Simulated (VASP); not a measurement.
# Si8O17 (a cell with a defect) in VASP: single point with PBE

Aim: the single point of Si8O17 (a cell with a defect) with PBE.

Program: VASP 6.6.1. These are calculated values, not measurements. Logs are shortened: lines on timing, memory, paths and dates and some standing lists are left out, and cuts for length are marked.

### Step 1. The cell of the first run

The cell holds a defect, 25 atoms: a = 5.908 Å, b = 5.908 Å, c = 5.331 Å, α = 90.00°, β = 90.00°, γ = 90.00°.

### Step 2. Single point, PBE, collinear spin, zero start

Input file INCAR:

```
PREC = Accurate ; ENCUT = 520
EDIFF = 1E-7 ; ISMEAR = 0
SIGMA = 0.05 ; LREAL = Auto
LASPH = T ; NELM = 150
ALGO = Normal ; ISIF = 2
LWAVE = F ; LCHARG = F
ISPIN = 2 ; MAGMOM = 0 0 0 0 0 0 0 0 0 0 0 0 0 0 0 0 0 0 0 0 0 0 0 0 0
LORBIT = 11 ; GGA = PE
NBANDS = 89
```

Input file KPOINTS:

```
Automatic mesh
0
Gamma
  2 2 2
```

Input file POSCAR:

```
Si8O17
1.0
   -4.1773000000     -4.1773000000      0.0000000000
    4.1773000000     -4.1773000000      0.0000000000
    0.0000000000      0.0000000000      5.3310000000
Si O
8 17
Direct
    0.5128019295      0.4881807627      0.0080547740
    0.0059205707      0.4965870299      0.2495483024
    0.5127292749      0.4882673018      0.4911823298
    0.0094664017      0.4972743159      0.7495323579
   -0.0147116559      0.0045424078      0.0019924967
    0.4877061738      0.0011002322      0.2496143313
   -0.0146630599      0.0045792737      0.4971125492
    0.4715726666      0.0215061164      0.7495923842
    0.2017695641      0.4793213320      0.0041472519
   -0.0318990736      0.1950389007      0.2495370475
    0.8145676633      0.5033685634      0.0012335397
    0.0023022048      0.8052667991      0.2495860064
    0.2017285088      0.4791330525      0.4949259051
   -0.0166034281      0.1960992747      0.7495800038
    0.8145501879      0.5033834055      0.4978741324
   -0.0197785651      0.8106755560      0.7495494279
    0.6762583487     -0.0080358126     -0.0032506096
    0.4922791037      0.6927322673      0.2496197711
    0.2879756063      0.0442708209      0.0169112737
    0.5236418261      0.3044902210      0.2495865691
    0.6762523640     -0.0080714816      0.5024194335
    0.5483783784      0.6653955905      0.7497484524
    0.2878743447      0.0445583271      0.4821590696
    0.5103697364      0.3037286046      0.7495636841
    0.3280414382      0.7672088430      0.7490733446
```

Potentials or basis: VASP PAW PBE potentials, release 64 (Si, O).

Command:

```bash
$ cat potpaw_PBE.64/Si/POTCAR potpaw_PBE.64/O/POTCAR > POTCAR
$ mpirun -np 1 vasp_std > vasp.out
```

OUTCAR:

```text
PREC = Accurate
   ENCUT = 520
   EDIFF = 1E-7
   ISMEAR = 0
   LREAL = Auto
   LASPH = T
   NELM = 150
   ISIF = 2
   ISPIN = 2
   LORBIT = 11
   GGA = PE

 ion  position               nearest neighbor table
   1  0.513  0.488  0.008-  20 1.69  22 1.74  24 1.76  18 1.77  11 1.79   9 1.84  25 2.41   3 2.58
                             3 2.76   8 3.09
   2  0.006  0.497  0.250-  11 1.74  15 1.74  13 1.75   9 1.75  10 1.80  12 1.82   4 2.67   4 2.67

   3  0.513  0.488  0.491-  20 1.69  22 1.74  24 1.76  18 1.77  15 1.79  13 1.84  25 2.41   1 2.58
                             1 2.76   8 3.09
   4  0.009  0.497  0.750-  15 1.77  11 1.77  13 1.77   9 1.77  14 1.79  16 1.86  25 2.47   2 2.67
                             2 2.67
   5  0.985  0.005  0.002-  10 1.74  14 1.76  16 1.77  12 1.77  19 1.81  17 1.83   7 2.64   7 2.69
[... 5 lines left out ...]
   8  0.472  0.022  0.750-  24 1.68  25 1.73  19 1.80  17 1.80  23 1.80  21 1.80  22 2.15   6 2.67
                             6 2.67   1 3.09   3 3.09
   9  0.202  0.479  0.004-   2 1.75   4 1.77   1 1.84
  10  0.968  0.195  0.250-   5 1.74   7 1.74   2 1.80
  11  0.815  0.503  0.001-   2 1.74   4 1.77   1 1.79
  12  0.002  0.805  0.250-   7 1.77   5 1.77   2 1.82
  13  0.202  0.479  0.495-   2 1.75   4 1.77   3 1.84
  14  0.983  0.196  0.750-   5 1.76   7 1.76   4 1.79
  15  0.815  0.503  0.498-   2 1.74   4 1.77   3 1.79
  16  0.980  0.811  0.750-   5 1.77   7 1.77   4 1.86
  17  0.676  0.992  0.997-   6 1.75   8 1.80   5 1.83
  18  0.492  0.693  0.250-   3 1.77   1 1.77   6 1.82
  19  0.288  0.044  0.017-   6 1.73   8 1.80   5 1.81
  20  0.524  0.304  0.250-   1 1.69   3 1.69   6 1.80
  21  0.676  0.992  0.502-   6 1.75   8 1.80   7 1.83
  22  0.548  0.665  0.750-  25 1.43   1 1.74   3 1.74   8 2.15
  23  0.288  0.045  0.482-   6 1.73   8 1.80   7 1.80
  24  0.510  0.304  0.750-   8 1.68   3 1.76   1 1.76
  25  0.328  0.767  0.749-  22 1.43   8 1.73   3 2.41   1 2.41   4 2.47

  LATTYP: Found a simple tetragonal cell.
 ALAT       =     5.9075943141
 C/A-ratio  =     0.9023977810

  Lattice vectors:

 A1 = (  -4.1773000000,  -4.1773000000,   0.0000000000)
 A2 = (   4.1773000000,  -4.1773000000,   0.0000000000)
 A3 = (   0.0000000000,   0.0000000000,   5.3310000000)

Analysis of symmetry for initial positions (statically):
=====================================================================
 Subroutine PRICEL returns:
 Original cell was already a primitive cell.

 Routine SETGRP: Setting up the symmetry group for a
 simple tetragonal supercell.

 Subroutine GETGRP returns: Found  1 space group operations
 (whereof  1 operations were pure point group operations)
 out of a pool of 16 trial point group operations.

The static configuration has the point symmetry C_1 .

Analysis of symmetry for dynamics (positions and initial velocities):
=====================================================================
 Subroutine PRICEL returns:
 Original cell was already a primitive cell.

 Routine SETGRP: Setting up the symmetry group for a
 simple tetragonal supercell.

 Subroutine GETGRP returns: Found  1 space group operations
 (whereof  1 operations were pure point group operations)
 out of a pool of 16 trial point group operations.

The dynamic configuration has the point symmetry C_1 .

Analysis of structural, dynamic, and magnetic symmetry:
=====================================================================
 Subroutine PRICEL returns:
 Original cell was already a primitive cell.

 Routine SETGRP: Setting up the symmetry group for a
 simple tetragonal supercell.

 Subroutine GETGRP returns: Found  1 space group operations
 (whereof  1 operations were pure point group operations)
 out of a pool of 16 trial point group operations.

The overall configuration has the point symmetry C_1 .

 Subroutine INISYM returns: Found  1 space group operations
 (whereof  1 operations are pure point group operations),
 and found     1 'primitive' translations

----------------------------------------------------------------------------------------

                                     Primitive cell

  volume of cell :     186.0501

  direct lattice vectors                    reciprocal lattice vectors
    -4.177300000 -4.177300000  0.000000000    -0.119694540 -0.119694540  0.000000000
     4.177300000 -4.177300000  0.000000000     0.119694540 -0.119694540  0.000000000
     0.000000000  0.000000000  5.331000000     0.000000000  0.000000000  0.187582067

  length of vectors
     5.907594314  5.907594314  5.331000000     0.169273641  0.169273641  0.187582067

  position of ions in fractional coordinates (direct lattice)
     0.512801930  0.488180763  0.008054774
     0.005920571  0.496587030  0.249548302
     0.512729275  0.488267302  0.491182330
[... 77 lines left out ...]
 Following reciprocal coordinates:
            Coordinates               Weight
  0.000000  0.000000  0.000000      1.000000
  0.500000  0.000000  0.000000      1.000000
  0.000000  0.500000  0.000000      1.000000
  0.500000  0.500000  0.000000      1.000000
  0.000000  0.000000  0.500000      1.000000
  0.500000  0.000000  0.500000      1.000000
  0.000000  0.500000  0.500000      1.000000
  0.500000  0.500000  0.500000      1.000000
   k-points           NKPTS =      8   k-points in BZ     NKDIM =      8   number of bands    NBANDS=     89
   number of dos      NEDOS =    301   number of ions     NIONS =     25
   total plane-waves  NPLWV =  92160
   dimension x,y,z NGX =    48 NGY =   48 NGZ =   40
   dimension x,y,z NGXF=    96 NGYF=   96 NGZF=   80
   ions per type =               8  17
   NGX,Y,Z   is equivalent  to a cutoff of  13.51, 13.51, 12.47 a.u.
   NGXF,Y,Z  is equivalent  to a cutoff of  27.02, 27.02, 24.95 a.u.
 SYSTEM =  unknown system
   PREC   = accura    normal or accurate (medium, high low for compatibility)
   ISTART =      0    job   : 0-new  1-cont  2-samecut
   ICHARG =      2    charge: 1-file 2-atom 10-const
   ISPIN  =      2    spin polarized calculation?
   LNONCOLLINEAR =      F non collinear calculations
   LSORBIT =      F    spin-orbit coupling
   LASPH  =      T    aspherical Exc in radial PAW
   ENCUT  =  520.0 eV  38.22 Ry    6.18 a.u.  10.98 10.98  9.91*2*pi/ulx,y,z
   NELM   =    150;   NELMIN=  2; NELMDL= -5     # of ELM steps
   EDIFF  = 0.1E-06   stopping-criterion for ELM
   LREAL  =      T    real-space projection
   EDIFFG = 0.1E-05   stopping-criterion for IOM
   NSW    =      0    number of steps for IOM
   IBRION =     -1    ionic relax: 0-MD 1-quasi-New 2-CG
   NFREE  =      0    steps in history (QN), initial steepest desc. (CG)
   ISIF   =      2    stress and relaxation
   ISYM   =      2    0-nonsym 1-usesym 2-fastsym
   POTIM  = 0.5000    time-step for ionic-motion
   TEBEG  =    0.0;   TEEND  =   0.0 temperature during run
   PSTRESS=    0.0 pullay stress
   NELECT =     134.0000    total number of electrons
   NUPDOWN=      -1.0000    fix difference up-down
   EMIN   =  10.00;   EMAX   =-10.00  energy-range for DOS
   EFERMI =   0.00;   METHOD = LEGACY
   ISMEAR =     0;   SIGMA  =   0.05  broadening in eV -4-tet -1-fermi 0-gaus
   EFERMI_NEDOS =   21; number of points for ismear=-14 and -15
   IALGO  =     38    algorithm
   IMIX   =      4    mixing-type and parameters
     AMIX     =   0.40;   BMIX     =  1.00
     AMIX_MAG =   1.60;   BMIX_MAG =  1.00
  volume/ion in A,a.u.               =       7.44        50.22
  Fermi-wavevector in a.u.,A,eV,Ry     =   1.467461  2.773098 29.299335  2.153440
  Thomas-Fermi vector in A             =   2.583076
   LORBIT       =     11    0 simple, 1 ext, 2 COOP (PROOUT), +10 PAW based schemes
   GGA     = PE    functional components
   LHFCALC =     F    Hartree Fock is set to
   AEXX    =    0.0000 exact exchange contribution
   IVDW    =     0    specifies the selected vdW correction
   LEPSILON=     F    determine dielectric tensor
   LRPA    =     F    only Hartree local field effects (RPA)
 spin polarized calculation
 Gauss-broadening in eV      SIGMA  =   0.05
  energy-cutoff  :      520.00
  volume of cell :      186.05
 maximum number of plane-waves:      5032
 NGX is ok and might be reduce to    48
   NGX = 21   NGY = 21   NGZ = 19

 number of electron     133.9999969 magnetization       0.0000000

 number of electron     133.9999969 magnetization      -0.0000000

 Free energy of the ion-electron system (eV)
  ---------------------------------------------------
  ext. energy  EPLUGINS =         0.00000000
  ---------------------------------------------------
  free energy    TOTEN  =      -183.05039933 eV

  energy without entropy =     -183.05039933  energy(sigma->0) =     -183.05039933

 E-fermi :   9.3178     XC(G=0): -12.5028

 val. band max:        9.0951601445   @ k =   0.0000   0.5000   0.0000
 cond. band min:      13.3641490522   @ k =   0.5000   0.5000   0.0000
 fundamental gap:      4.2689889077
 Fermi energy:         9.3177682631

 spin component 1

 k-point     1 :       0.0000    0.0000    0.0000
  band No.  band energies     occupation
      1     -15.6543      1.00000
      2     -13.5346      1.00000
      3     -12.3139      1.00000
      4     -12.1293      1.00000
      5     -11.4248      1.00000
      6     -11.2379      1.00000
[... 645 lines left out ...]
     78      18.9663      0.00000
     79      19.0427      0.00000
 Fermi energy:         9.3177682631

 spin component 2

 k-point     1 :       0.0000    0.0000    0.0000
  band No.  band energies     occupation
      1     -15.6543      1.00000
      2     -13.5346      1.00000
      3     -12.3139      1.00000
      4     -12.1293      1.00000
      5     -11.4248      1.00000
      6     -11.2379      1.00000
[... 645 lines left out ...]
     78      18.9663      0.00000
     79      19.0427      0.00000
 [bands above 79 left out]

------------------------ aborting loop because EDIFF is reached ----------------------------------------

  FORCE on cell =-STRESS in cart. coord.  units (eV):
  Direction    XX          YY          ZZ          XY          YZ          ZX
  --------------------------------------------------------------------------------------
  -------------------------------------------------------------------------------------
  Total       35.6830481     26.2265139     28.0923629    -13.0111493      0.0017103     -0.0277819
  in kB      307.2858183    225.8505433    241.9183672   -112.0459682      0.0147279     -0.2392452
  external PRESSURE =     258.3515763 kB  Pullay stress =       0.0000000 kB

 VOLUME and BASIS-vectors are now :
 -----------------------------------------------------------------------------
  energy-cutoff  :      520.00
  volume of cell :      186.05
      direct lattice vectors                 reciprocal lattice vectors
    -4.177300000 -4.177300000  0.000000000    -0.119694540 -0.119694540  0.000000000
     4.177300000 -4.177300000  0.000000000     0.119694540 -0.119694540  0.000000000
     0.000000000  0.000000000  5.331000000     0.000000000  0.000000000  0.187582067

 POSITION                                       TOTAL-FORCE (eV/Angst)
 -----------------------------------------------------------------------------------
     -0.10285     -4.18141      0.04294        -0.081608      0.079026      0.032066
      2.04966     -2.09912      1.33034        -0.000181      0.033927      0.001176
     -0.10219     -4.18146      2.61849        -0.089858      0.076797     -0.034712
      2.03772     -2.11681      3.99576         0.252819      0.129018      0.001774
     -4.09687     -4.13482      0.01062        -0.008178      0.107637     -0.057308
     -2.03270     -2.04189      1.33069         0.047382      0.146489     -0.001990
[... 17 lines left out ...]
     -0.86320     -3.40073      3.99592         0.026265      0.048242      0.003437
      1.83453     -4.57519      3.99331        -0.616568     -1.188727      0.005481
 -----------------------------------------------------------------------------------
    total drift:                               -0.013016     -0.016789      0.002467

  FREE ENERGIE OF THE ION-ELECTRON SYSTEM (eV)
  ---------------------------------------------------
  free  energy   TOTEN  =      -183.0503993289 eV

  energy  without entropy=     -183.0503993289  energy(sigma->0) =     -183.05039933

 total charge

# of ion       s       p       d       tot
------------------------------------------
    1        0.600   0.906   0.000   1.506
    2        0.591   0.893   0.000   1.484
    3        0.600   0.905   0.000   1.505
    4        0.586   0.858   0.000   1.444
    5        0.589   0.877   0.000   1.467
    6        0.594   0.897   0.000   1.490
[... 17 lines left out ...]
   24        1.560   3.747   0.000   5.306
   25        1.641   3.458   0.000   5.099
--------------------------------------------------
tot         31.292  69.673   0.000 100.965

 magnetization (x)

# of ion       s       p       d       tot
------------------------------------------
    1       -0.000   0.000   0.000  -0.000
    2        0.000   0.000   0.000   0.000
    3       -0.000  -0.000   0.000  -0.000
    4        0.000  -0.000   0.000  -0.000
    5        0.000   0.000   0.000   0.000
    6        0.000  -0.000   0.000   0.000
[... 17 lines left out ...]
   24        0.000   0.000   0.000   0.000
   25        0.000   0.000   0.000   0.000
--------------------------------------------------
tot         -0.000   0.000   0.000   0.000
```

Run time: 4.2 min. Hardware: 1 thread of AMD EPYC 9R45 (Zen 5), shared host; peak memory 0.41 GiB.

Results:

| Property | Result |
| --- | --- |
| Free energy | -183.0504 eV |
| Pressure | 25.8 GPa |
| Largest force | 1.339 eV/Å |
| Band gap on the k mesh | 4.27 eV |
| Net moment | 0.00 μB per cell |
| Valence electrons inside the program's atomic spheres | Si 1.51, 1.48, 1.50, 1.44, 1.47, 1.49 (each value once); O 5.23, 5.28, 5.27, 5.22, 5.26, 5.32, 5.18, 5.31, 5.10 (each value once) |

Forces in eV/Å, atoms in the order of the input:
```
Si  -0.082  0.079  0.032
Si   0.000  0.034  0.001
Si  -0.090  0.077 -0.035
Si   0.253  0.129  0.002
Si  -0.008  0.108 -0.057
Si   0.047  0.146 -0.002
Si  -0.005  0.111  0.057
Si   0.302 -0.122 -0.007
O    0.206 -0.193 -0.168
O    0.078  0.057 -0.004
O    0.004  0.099  0.054
O    0.026  0.105 -0.001
O    0.210 -0.192  0.170
O    0.078  0.081  0.001
O    0.004  0.101 -0.054
O   -0.270 -0.042 -0.003
O    0.044  0.154 -0.036
O    0.017  0.054  0.001
O    0.270  0.053  0.066
O   -0.001  0.146  0.004
O    0.046  0.155  0.039
O   -0.803 -0.049 -0.004
O    0.264  0.050 -0.065
O    0.026  0.048  0.003
O   -0.617 -1.189  0.005
```

Stress tensor (GPa, compression positive):
```
 30.73 -11.20  -0.02
-11.20  22.59   0.00
 -0.02   0.00  24.19
```

Levels at points of the mesh, in eV from the valence-band top:
Spin up:
```tsv
k point	band 65	band 66	band 67	band 68	band 69	band 70
(0.00, 0.00, 0.00)	-1.08	-0.53	-0.42	4.43	5.07	6.02
(0.50, 0.00, 0.00)	-1.27	-0.76	-0.39	4.27	6.12	6.55
(0.00, 0.50, 0.00)	-1.22	-0.86	0.00	4.48	5.88	6.30
(0.50, 0.50, 0.00)	-1.22	-0.75	-0.10	4.27	6.61	6.90
(0.00, 0.00, 0.50)	-1.35	-0.75	-0.32	4.60	6.81	7.06
(0.50, 0.00, 0.50)	-1.33	-0.62	-0.41	4.41	7.02	7.38
(0.00, 0.50, 0.50)	-1.37	-1.00	-0.19	4.59	7.15	7.21
(0.50, 0.50, 0.50)	-1.55	-0.81	-0.19	4.42	7.85	8.04
```
Spin down:
| k point | band 65 | band 66 | band 67 | band 68 | band 69 | band 70 |
| --- | --- | --- | --- | --- | --- | --- |
| (0.00, 0.00, 0.00) | -1.08 | -0.53 | -0.42 | 4.43 | 5.07 | 6.02 |
| (0.50, 0.00, 0.00) | -1.27 | -0.76 | -0.39 | 4.27 | 6.12 | 6.55 |
| (0.00, 0.50, 0.00) | -1.22 | -0.86 | 0.00 | 4.48 | 5.88 | 6.30 |
| (0.50, 0.50, 0.00) | -1.22 | -0.75 | -0.10 | 4.27 | 6.61 | 6.90 |
| (0.00, 0.00, 0.50) | -1.35 | -0.75 | -0.32 | 4.60 | 6.81 | 7.06 |
| (0.50, 0.00, 0.50) | -1.33 | -0.62 | -0.41 | 4.41 | 7.02 | 7.38 |
| (0.00, 0.50, 0.50) | -1.37 | -1.00 | -0.19 | 4.59 | 7.15 | 7.21 |
| (0.50, 0.50, 0.50) | -1.55 | -0.81 | -0.19 | 4.42 | 7.85 | 8.04 |

Caveat: the k points lie up to 0.59 Å⁻¹ apart.
